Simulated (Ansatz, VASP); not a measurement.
One calculation of SiC, two programs

```
Si C
1.0
     3.07569    0.00000    0.00000
    -1.53785    2.66363    0.00000
     0.00000    0.00000   10.07065
Si C
4 4
Cartesian
  0.0000 0.0000 1.8922
  0.0000 0.0000 6.9275
  0.0000 1.7758 4.4094
  1.5378 0.8879 9.4447
  0.0000 0.0000 0.0046
  0.0000 0.0000 5.0400
  0.0000 1.7758 2.5157
  1.5378 0.8879 7.5510
```

Alike in both runs: task relaxation of cell and atoms; functional RPBE; k mesh 10 × 10 × 3; occupations fermi-dirac, width 0.05 eV; no spin polarisation.

|  | VASP | Ansatz |
| --- | --- | --- |
| version | VASP 6.6.1 | Ansatz 0.2.0 |
| potentials or method | VASP PAW PBE potentials, release 64 (Si, C) | Ansatz PAW |
| plane-wave cutoff (eV) | 600 | 420 |
| valence electrons in the cell | 32 | 32 |

VASP gave:

| Item | Value |
| --- | --- |
| relaxed volume (Å³/atom) | 10.62 |
| relaxed cell length with the largest relative difference (Å) | 3.106 |

Problem. Estimate Ansatz's values.

Solution. Relaxed volume (Å³/atom): 10.66; relaxed cell length with the largest relative difference (Å): 3.110.

VASP's potentials were made for PBE, not for RPBE.

Noted on Ansatz's run: odd divisions of the mesh miss points on the zone boundary, where band edges often lie, so the gap on the mesh can be too wide; the plane-wave basis is chosen anew once the cell has moved, so the energies of steps on either side of that aren't comparable.
